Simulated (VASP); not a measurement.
Write the native input for VASP 6.6.1 that does the following.

| Item | Value |
| --- | --- |
| Task | relaxation of cell and atoms |
| Functional | PBE |
| Potentials or basis | VASP PAW PBE potentials, release 64 (Cd, F) |
| Cutoff | 600 eV |
| k mesh | 13 × 13 × 7 |
| Occupations | fermi-dirac, width 0.05 eV |
| Spin | no spin polarisation |
| Dipole correction | no |
| Further INCAR settings | ALGO = Normal; EDIFF = 1e-06; IBRION = 2; EDIFFG = -0.005; NSW = 100; ISIF = 3 |

The structure of CdF2 (CdI2 type) lies in POSCAR:

```
CdF2
1.0
    3.1655923226      0.0000000000      0.0000000000
   -1.5827961613      2.7414833694      0.0000000000
    0.0000000000      0.0000000000      5.0649477162
Cd F
1 2
Direct
    0.0000000000      0.0000000000      0.0000000000
    0.3333333333      0.6666666667      0.2500000000
    0.6666666667      0.3333333333      0.7500000000
```

These files were run (other wordings do the same):

INCAR

```
PREC = Accurate
ENCUT = 600
EDIFF = 1E-6
ISMEAR = -1
SIGMA = 0.05
LREAL = F
LASPH = T
NELM = 100
ALGO = Normal
ISIF = 3
LWAVE = F
LCHARG = F
GGA = PE
IBRION = 2
NSW = 100
EDIFFG = -0.005
```

KPOINTS

```
regular mesh
0
Gamma
  13 13 7
```

Potentials or basis: VASP PAW PBE potentials, release 64 (Cd, F).

Command:

```bash
$ cat potpaw_PBE.64/Cd/POTCAR potpaw_PBE.64/F/POTCAR > POTCAR
$ mpirun -np 1 vasp_std > vasp.out
```

Results of the run:

```
Relaxed volume                        : 17.05 Å³/atom
Relaxed cell                          : a = 3.557 Å, b = 3.557 Å, c = 4.668 Å, α = 90.00°, β = 90.00°, γ = 120.00°
Space group after relaxing (to 0.1 Å) : P-3m1 (No. 164)
Energy gained by relaxing             : 180.0 meV/atom
Ionic steps                           : 22
Pressure after relaxing               : 0.0 GPa
Band gap on the k mesh                : 3.28 eV (least direct gap 3.34 eV)
```

Caveat: the volume moved by over 15 % at a fixed basis, so the end points are rough.

Run time: 32 min on 1 thread of Intel Xeon 8259CL, with other jobs on the host, peak memory 0.28 GiB.
